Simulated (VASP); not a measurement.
# ZnS (P1) in VASP: single point with r2SCAN

Aim: the single point of ZnS with r2SCAN.

All numbers are computed with VASP 6.6.1; they aren't measurements. Logs are shortened: lines on timing, memory, paths and dates and some standing lists are left out, and cuts for length are marked.

## Step 1: The cell of the first run

The typed cell holds 8 atoms: a = 5.340 Å, b = 5.276 Å, c = 5.469 Å, α = 89.64°, β = 92.86°, γ = 89.43°.

## Step 2: Single point, r2SCAN (atoms moved at random and the cell strained at random)

The input, POSCAR:

```
ZnS
1.0
    5.3385399381     -0.0265043067      0.1348289423
    0.0265043067     -5.2759674039     -0.0171647066
   -0.1348289423     -0.0171647066     -5.4670777014
Zn S
4 4
Direct
   -0.0118948573     -0.0222335537      0.0295555372
    0.5002591788      0.4991392432     -0.0161818175
    0.4908491614      0.0003608305      0.5122874450
   -0.0044022092      0.5071719482      0.5102762730
    0.7605787835      0.7486539203      0.7217429309
    0.2573541893      0.2621651593      0.7417214443
    0.2499952807      0.7563277865      0.2361051757
    0.7572604728      0.2484146657      0.2644930112
```

The input, INCAR.step1:

```
SYSTEM = ZnS
PREC     = Accurate       ! precision mode
ENCUT    = 520            ! plane-wave cutoff, eV
ISMEAR   = 0              ! smearing method
SIGMA    = 0.05           ! smearing width, eV
LREAL    = .False.        ! projectors in reciprocal space
LASPH    = .True.         ! aspherical terms in the spheres
NELM     = 60             ! most SCF steps
NBANDS   = 46             ! bands
GGA      = PE             ! functional
ALGO     = Normal         ! electronic algorithm
EDIFF    = 1E-4           ! SCF threshold, eV
LWAVE    = .True.         ! write WAVECAR
LCHARG   = .False.        ! write CHGCAR
```

The input, INCAR.step2:

```
SYSTEM = ZnS
PREC     = Accurate       ! precision mode
ENCUT    = 520            ! plane-wave cutoff, eV
EDIFF    = 1E-6           ! SCF threshold, eV
ISMEAR   = 0              ! smearing method
SIGMA    = 0.05           ! smearing width, eV
LREAL    = .False.        ! projectors in reciprocal space
LASPH    = .True.         ! aspherical terms in the spheres
NELM     = 60             ! most SCF steps
ALGO     = Normal         ! electronic algorithm
ISIF     = 2              ! what is computed and relaxed
LWAVE    = .False.        ! write WAVECAR
LCHARG   = .True.         ! write CHGCAR
METAGGA  = R2SCAN         ! meta-GGA
LMIXTAU  = .True.       
LELF     = .True.         ! ELF
LVHAR    = .True.       
NBANDS   = 46             ! bands
ISTART   = 1
```

The input, KPOINTS:

```
regular mesh
0
Gamma
  4 4 4
  0 0 0
```

Potentials or basis: VASP PAW PBE potentials, release 64 (Zn, S).

Run with:

```
$ cat potpaw_PBE.64/Zn/POTCAR potpaw_PBE.64/S/POTCAR > POTCAR
$ cp INCAR.step1 INCAR
$ mpirun -np 1 vasp_std > vasp.out
$ cp INCAR.step2 INCAR
$ mpirun -np 1 vasp_std > vasp.out
```

OUTCAR:

```text
SYSTEM = ZnS
   PREC = Accurate
   ENCUT = 520
   EDIFF = 1E-6
   ISMEAR = 0
   LREAL = .False.
   LASPH = .True.
   NELM = 60
   ISIF = 2
   METAGGA = R2SCAN
   ISTART = 1

 ion  position               nearest neighbor table
   1  0.988  0.978  0.030-   7 2.10   8 2.31   5 2.37   6 2.65
   2  0.500  0.499  0.984-   6 2.21   7 2.39   8 2.39   5 2.44
   3  0.491  0.000  0.512-   5 2.22   6 2.28   7 2.34   8 2.40
   4  0.996  0.507  0.510-   5 2.16   6 2.23   8 2.28   7 2.46
   5  0.761  0.749  0.722-   4 2.16   3 2.22   1 2.37   2 2.44
   6  0.257  0.262  0.742-   2 2.21   4 2.23   3 2.28   1 2.65
   7  0.250  0.756  0.236-   1 2.10   3 2.34   2 2.39   4 2.46
   8  0.757  0.248  0.264-   4 2.28   1 2.31   2 2.39   3 2.40

  LATTYP: Found a triclinic cell.
 ALAT       =     7.4507309668
 B/A-ratio  =     0.7167495467
 C/A-ratio  =     0.7081267491
 COS(alpha) =     0.0099026789
 COS(beta)  =     0.0116977225
 COS(gamma) =     0.6801452643

  Lattice vectors:

 A1 = (   5.2037109958,  -0.0436690133,  -5.3322487591)
 A2 = (   5.3385399381,  -0.0265043067,   0.1348289423)
 A3 = (   0.0265043067,  -5.2759674039,  -0.0171647066)

Analysis of symmetry for initial positions (statically):
=====================================================================
 Subroutine PRICEL returns:
 Original cell was already a primitive cell.

 Routine SETGRP: Setting up the symmetry group for a
 triclinic supercell.

 Subroutine GETGRP returns: Found  1 space group operations
 (whereof  1 operations were pure point group operations)
 out of a pool of  2 trial point group operations.

The static configuration has the point symmetry C_1 .

Analysis of symmetry for dynamics (positions and initial velocities):
=====================================================================
 Subroutine PRICEL returns:
 Original cell was already a primitive cell.

 Routine SETGRP: Setting up the symmetry group for a
 triclinic supercell.

 Subroutine GETGRP returns: Found  1 space group operations
 (whereof  1 operations were pure point group operations)
 out of a pool of  2 trial point group operations.

The dynamic configuration has the point symmetry C_1 .

 Subroutine INISYM returns: Found  1 space group operations
 (whereof  1 operations are pure point group operations),
 and found     1 'primitive' translations

----------------------------------------------------------------------------------------

[... 109 lines left out ...]
   NFREE  =      0    steps in history (QN), initial steepest desc. (CG)
   ISIF   =      2    stress and relaxation
   ISYM   =      2    0-nonsym 1-usesym 2-fastsym
   POTIM  = 0.5000    time-step for ionic-motion
   TEBEG  =    0.0;   TEEND  =   0.0 temperature during run
   PSTRESS=    0.0 pullay stress
   NELECT =      72.0000    total number of electrons
   NUPDOWN=      -1.0000    fix difference up-down
   EMIN   =  10.00;   EMAX   =-10.00  energy-range for DOS
   EFERMI =   0.00;   METHOD = LEGACY
   ISMEAR =     0;   SIGMA  =   0.05  broadening in eV -4-tet -1-fermi 0-gaus
   EFERMI_NEDOS =   21; number of points for ismear=-14 and -15
   IALGO  =     38    algorithm
   IMIX   =      4    mixing-type and parameters
     AMIX     =   0.40;   BMIX     =  1.00
     AMIX_MAG =   1.60;   BMIX_MAG =  1.00
  volume/ion in A,a.u.               =      19.24       129.81
  Fermi-wavevector in a.u.,A,eV,Ry     =   1.270928  2.401707 21.976936  1.615259
  Thomas-Fermi vector in A             =   2.403889
   LORBIT       =      0    0 simple, 1 ext, 2 COOP (PROOUT), +10 PAW based schemes
   METAGGA = R2SCAN    functional components
   LHFCALC =     F    Hartree Fock is set to
   AEXX    =    0.0000 exact exchange contribution
   IVDW    =     0    specifies the selected vdW correction
   LEPSILON=     F    determine dielectric tensor
   LRPA    =     F    only Hartree local field effects (RPA)
 non-spin polarized calculation
 Gauss-broadening in eV      SIGMA  =   0.05
  energy-cutoff  :      520.00
  volume of cell :      153.88
 maximum number of plane-waves:      4166
   NGX = 19   NGY = 19   NGZ = 21

 number of electron      72.0000025 magnetization

 Free energy of the ion-electron system (eV)
  ---------------------------------------------------
  ext. energy  EPLUGINS =         0.00000000
  ---------------------------------------------------
  free energy    TOTEN  =       -74.73876257 eV

  energy without entropy =      -74.73876257  energy(sigma->0) =      -74.73876257

 E-fermi :   2.3468     XC(G=0): -10.4033

 val. band max:        2.1136776387   @ k =   0.0000   0.0000   0.0000
 cond. band min:       4.8152875282   @ k =   0.0000   0.0000   0.0000
 fundamental gap:      2.7016098895
 Fermi energy:         2.3467549409

 k-point     1 :       0.0000    0.0000    0.0000
  band No.  band energies     occupation
      1     -11.8707      2.00000
      2     -10.6828      2.00000
      3     -10.5069      2.00000
      4     -10.3496      2.00000
      5      -4.7763      2.00000
      6      -4.7303      2.00000
[... 1165 lines left out ...]
     45       9.7613      0.00000
     46       9.9498      0.00000

 [... further k-points ...]

------------------------ aborting loop because EDIFF is reached ----------------------------------------

  FORCE on cell =-STRESS in cart. coord.  units (eV):
  Direction    XX          YY          ZZ          XY          YZ          ZX
  --------------------------------------------------------------------------------------
  -------------------------------------------------------------------------------------
  Total        4.3321691      4.0468895      1.9091552      3.4366625      0.0715348     -4.1218303
  in kB       45.1047571     42.1345437     19.8773366     35.7811122      0.7447909    -42.9147967
  external PRESSURE =      35.7055458 kB  Pullay stress =       0.0000000 kB

 VOLUME and BASIS-vectors are now :
 -----------------------------------------------------------------------------
  energy-cutoff  :      520.00
  volume of cell :      153.88
      direct lattice vectors                 reciprocal lattice vectors
     5.338539938 -0.026504307  0.134828942     0.187438707  0.000956664 -0.004625613
     0.026504307 -5.275967404 -0.017164707    -0.000956664 -0.189545518  0.000618700
    -0.134828942 -0.017164707 -5.467077701     0.004625613  0.000618700 -0.183029095

 POSITION                                       TOTAL-FORCE (eV/Angst)
 -----------------------------------------------------------------------------------
      5.29697     -5.18536     -0.04514        -1.007404     -1.391783      1.423372
      2.55124     -2.66359     -5.31973         0.602738     -0.325744     -0.566754
      2.55136     -0.02371     -2.73454        -0.111584     -0.481152      0.717367
      5.25968     -2.71097     -2.66419         0.773007      0.288206      1.056504
      3.98291     -3.98242     -3.85613        -0.549724     -0.468309     -1.869650
      1.28084     -1.40273     -4.02485        -0.471892      0.990974     -0.433210
      1.32282     -4.00104     -1.27008         1.350492      1.386772     -1.120441
      4.01359     -1.33524     -1.34817        -0.585633      0.001035      0.792814
 -----------------------------------------------------------------------------------
    total drift:                                0.001838     -0.011273     -0.020563

  FREE ENERGIE OF THE ION-ELECTRON SYSTEM (eV)
  ---------------------------------------------------
  free  energy   TOTEN  =       -74.7387625747 eV

  energy  without entropy=      -74.7387625747  energy(sigma->0) =      -74.73876257
```

It took 7.4 min on 1 thread of Intel Xeon 6975P-C (Granite Rapids), shared host; peak memory 0.37 GiB.

Results:

- Free energy: -74.7388 eV
- Pressure: 3.6 GPa
- Largest force: 2.237 eV/Å
- Band gap on the k mesh: 2.70 eV

Forces in eV/Å, atoms in the order of the input:
```
Zn  -1.007 -1.392  1.423
Zn   0.603 -0.326 -0.567
Zn  -0.112 -0.481  0.717
Zn   0.773  0.288  1.057
S   -0.550 -0.468 -1.870
S   -0.472  0.991 -0.433
S    1.350  1.387 -1.120
S   -0.586  0.001  0.793
```

Caveat: the cell differs from its parent crystal (atoms moved at random and the cell strained at random); the cell stands under pressure; the PAW data sets were made with another functional, which shifts forces and pressure a little.
